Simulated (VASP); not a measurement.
Set up this calculation in VASP 6.6.1, as the native input.

| Property | Result |
| --- | --- |
| Task | single point |
| Functional | PBEsol |
| Potentials or basis | VASP PAW PBE potentials, release 64 (Ru_pv) |
| Cutoff | 520 eV |
| k mesh | 24 × 24 × 12 |
| Occupations | gaussian, width 0.15 eV |
| Spin | no spin polarisation |
| Dipole correction | no |
| Further INCAR settings | ALGO = Fast; EDIFF = 1e-06; NBANDS = 21 |

The structure of Ru lies in POSCAR:

```
Ru
1.0
    2.5975673609      0.0000000000      0.0000000000
   -1.2987836804      2.2495593225      0.0000000000
    0.0000000000      0.0000000000      3.9393480000
Ru
2
Direct
    0.3333333333      0.6666666667      0.2500000000
    0.6666666667      0.3333333333      0.7500000000
```

This cell differs from its parent crystal: strain -0.040 along x and y, -0.080 along z.

One way to write it, as run:

INCAR

```
SYSTEM = Ru
  PREC = Accurate
  ENCUT = 520
  EDIFF = 1E-6
  ISMEAR = 0
  SIGMA = 0.15
  LREAL = .FALSE.
  LASPH = .TRUE.
  NELM = 100
  ALGO = Fast
  ISIF = 2
  LWAVE = .FALSE.
  LCHARG = .FALSE.
  GGA = PS
  NBANDS = 21
```

KPOINTS

```
Automatic mesh
0
G
  24 24 12
  0 0 0
```

Potentials or basis: VASP PAW PBE potentials, release 64 (Ru_pv).

Run with:

```sh
$ cat potpaw_PBE.64/Ru_pv/POTCAR > POTCAR
$ mpirun -np 1 vasp_std > vasp.out
```

Results of the run:

* Pressure: 74.3 GPa
* Band gap on the k mesh: zero (bands 14 and 15 overlap by 4.12 eV)

Caveat: the cell differs from its parent crystal (strain -0.040 along x and y, -0.080 along z); the stress differs along the axes, from 62 to 98 GPa; the PAW data sets were made with another functional, which shifts forces and pressure a little.

Wall time 2.7 min on 1 thread of Intel(R) Xeon(R) Platinum 8259CL CPU @ 2.50GHz (Skylake/Cascade Lake), with other jobs on the host, peak memory 0.26 GiB.
